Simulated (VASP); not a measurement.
Crystal: MgS.

```xyz
2
Lattice="0.0000 2.4621 2.6015 2.4621 0.0000 2.6015 2.4621 2.4621 0.0000" Properties=species:S:1:pos:R:3 pbc="T T T"
Mg    0.0000    0.0000    0.0000
S     2.4621    2.4621    2.6015
```

This cell differs from its parent crystal: biaxial xy strain -5.4%.

Program: VASP 6.6.1. Alike in all runs: task single point; potentials or basis VASP PAW PBE potentials, release 64 (Mg, S); no spin polarisation; cell as given; cutoff (eV) 520.

Q: Order these runs on this cell by their band gap on the k mesh, lowest first.
A. level PBE; k mesh 8 × 8 × 8; smearing fermi-dirac 0.02 eV
B. level r2SCAN; k mesh 8 × 8 × 8; smearing gaussian 0.01 eV
C. level HSE06; k mesh 6 × 6 × 6; smearing gaussian 0.01 eV; grid for exact exchange (PRECFOCK) Normal; screening parameter 0.2079 1/Å

A: A (2.79 eV), B (3.44 eV), C (3.77 eV).

A k mesh can miss the band edges.
